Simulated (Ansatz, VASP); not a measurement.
**PbS: VASP beside Ansatz**

File INCAR:

```
SYSTEM = PbS
PREC = Accurate ; ENCUT = 500
EDIFF = 1E-6 ; ISMEAR = 0
SIGMA = 0.01 ; LREAL = .FALSE.
LASPH = .TRUE. ; NELM = 120
ALGO = Normal ; ISIF = 2
LWAVE = .FALSE. ; LCHARG = .FALSE.
GGA = CA ; NBANDS = 17
GGA_COMPAT = .FALSE.
```

File KPOINTS:

```
regular mesh
0
G
  6 6 6
  0 0 0
```

POSCAR

```
PbS
1.0
    0.0000000000      3.0333961529      3.0333961529
    3.0333961529      0.0000000000      3.0333961529
    3.0333961529      3.0333961529      0.0000000000
Pb S
1 1
Direct
    0.0000000000      0.0000000000      0.0000000000
    0.5000000000      0.5000000000      0.5000000000
```

Input for Ansatz:

```yaml
crystal:
  lattice:
    - [0.0, 3.033396152888403, 3.033396152888403]
    - [3.033396152888403, 0.0, 3.033396152888403]
    - [3.033396152888403, 3.033396152888403, 0.0]
  atoms:
    - { symbol: Pb, position: [0.0, 0.0, 0.0] }
    - { symbol: S, position: [0.5, 0.5, 0.5] }
basis:
  ecutwfc: 517.016338673772
kpoints:
  mp_grid:
    grid: [6, 6, 6]
hamiltonian:
  xc: lda
scf:
  occupations:
    method: fixed
output:
  stress: true
```

Alike in both runs: task single point; functional LDA; k mesh 6 × 6 × 6; no spin polarisation.

|  | VASP | Ansatz |
| --- | --- | --- |
| version | VASP 6.6.1 | Ansatz 0.2.0 |
| potentials or method | VASP PAW LDA potentials, release 64 (Pb_d, S), cutoff 500 eV | plane waves, PAW |
| occupations | gaussian, width 0.01 eV | fixed |
| valence electrons in the cell | 20 | 20 |

```tsv
	VASP	Ansatz	Ansatz less VASP
pressure (GPa)	-5.7	-5.7	-0.02
```

LDA's correlation is that of Perdew and Zunger in VASP and of Perdew and Wang (1992) in Ansatz.

Spin-orbit coupling is off throughout.
